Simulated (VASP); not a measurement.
Write the native input for VASP 6.6.1 that does the following.

```
Task                   : single point
Functional             : PBEsol
Potentials or basis    : VASP PAW PBE potentials, release 64 (Si, Ge_d)
Cutoff                 : 520 eV
k mesh                 : 2 × 2 × 2
Occupations            : gaussian, width 0.05 eV
Spin                   : no spin polarisation
Dipole correction      : no
Further INCAR settings : LREAL = Auto; ALGO = Normal; EDIFF = 1e-06; NBANDS = 53
```

The structure of Si16Ge (a cell with a defect) lies in POSCAR:

```
Si16Ge
1.0
    0.0000000000      5.4300000000      5.4300000000
    5.4300000000      0.0000000000      5.4300000000
    5.4300000000      5.4300000000      0.0000000000
Si Ge
16 1
Direct
    0.0488719153     -0.0163019337     -0.0163639963
    0.1303809392      0.1298958564      0.1287724678
   -0.0113222836      0.0113121547      0.4997767956
    0.1305109576      0.1294914365      0.6107908840
   -0.0114946593      0.5007688766      0.0098880295
    0.1302302026      0.6108090239      0.1290517495
   -0.0113837017      0.5005102210      0.5001011971
    0.0877883057      0.6380418969      0.6366720994
    0.5096102210      0.0119120626      0.0094282689
    0.6801407919      0.1064459484      0.1067325046
    0.5097154696      0.0110957643      0.4690213628
    0.6177096685      0.1465277164      0.6174614180
    0.5096015654      0.4689816759      0.0099358195
    0.6176207182      0.6184135359      0.1455553407
    0.4613465930      0.5133163904      0.5123744015
    0.6176260589      0.6186118785      0.6175916206
    0.4466661142      0.8510071823      0.8514495396
```

These files were run (other wordings do the same):

INCAR

```
SYSTEM = Si16Ge
PREC = Accurate
ENCUT = 520
EDIFF = 1E-6
ISMEAR = 0
SIGMA = 0.05
LREAL = Auto
LASPH = .TRUE.
NELM = 100
ALGO = Normal
ISIF = 2
LWAVE = .FALSE.
LCHARG = .TRUE.
GGA = PS
LELF = .TRUE.
LVHAR = .TRUE.
NBANDS = 53
```

KPOINTS

```
Automatic mesh
0
G
  2 2 2
  0 0 0
```

Potentials or basis: VASP PAW PBE potentials, release 64 (Si, Ge_d).

Run with:

```bash
$ cat potpaw_PBE.64/Si/POTCAR potpaw_PBE.64/Ge_d/POTCAR > POTCAR
$ mpirun -np 1 vasp_std > vasp.out
```

Results of the run:

- Pressure: 4.1 GPa
- Largest force: 0.395 eV/Å
- Band gap on the k mesh: zero (bands 39 and 40 overlap by 0.20 eV)

Caveat: the k points lie up to 0.50 Å⁻¹ apart; the PAW data sets were made with another functional, which shifts forces and pressure a little.

Run time: 2.8 min on 1 thread of Intel(R) Xeon(R) 6975P-C (Granite Rapids), on a shared host, peak memory 0.48 GiB.
